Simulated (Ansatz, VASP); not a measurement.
Sb in VASP and in Ansatz

The input INCAR:

```
PREC = Accurate
ENCUT = 520
EDIFF = 1E-8
ISMEAR = -1
SIGMA = 0.05
LREAL = F
LASPH = T
NELM = 60
ALGO = Normal
ISIF = 2
LWAVE = F
LCHARG = F
GGA = PS
LEFG = T
NBANDS = 8
```

KPOINTS

```
Automatic mesh
0
Gamma
  19 19 19
```

Contents of POSCAR:

```
Sb
1.0
   -1.4794865966      1.4794865966      2.4379579798
    1.4794865966     -1.4794865966      2.4379579798
    1.4794865966      1.4794865966     -2.4379579798
Sb
1
Direct
    0.0000000000      0.0000000000      0.0000000000
```

Input for Ansatz:

```yaml
crystal:
  lattice:
    - [-1.4794865966, 1.4794865966, 2.4379579798]
    - [1.4794865966, -1.4794865966, 2.4379579798]
    - [1.4794865966, 1.4794865966, -2.4379579798]
  atoms:
    - { symbol: Sb, position: [0.0, 0.0, 0.0] }
kpoints:
  mp_grid: { grid: [19, 19, 19] }
scf:
  occupations: { method: fermi_dirac, width: 0.05 }
hamiltonian:
  xc: pbesol
  pseudopotentials: { kind: all_electron, datasets: crystal }
output:
  forces: true
  stress: true
  eigenvalues: true
  efg: { contact_densities: true }
```

Change from the starting cell: volume scaled by 0.95, crystal datasets.

Alike in both runs: task electric field gradients; functional PBEsol; k mesh 19 × 19 × 19; occupations fermi-dirac, width 0.05 eV; no spin polarisation.

|  | VASP | Ansatz |
| --- | --- | --- |
| version | VASP 6.6.1 | Ansatz 0.2.0 |
| potentials or method | VASP PAW PBE potentials, release 64 (Sb), cutoff 520 eV | all-electron PAW with datasets made for the crystal, scalar-relativistic |

|  | VASP | Ansatz | Ansatz less VASP |
| --- | --- | --- | --- |
| pressure (GPa) | 22.9 | 22.6 | -0.34 |
| traceless stress, the component that is largest in VASP (GPa) | -2.17 | -2.02 | +0.151 |
| size of Vzz on the site where it differs most (V/Å²) | 37.2 | 37.1 | -0.11 |

VASP's potentials were made for PBE, not for PBEsol. Ansatz ran all-electron here, and VASP with PAW potentials.

Neither program's run includes spin-orbit coupling.
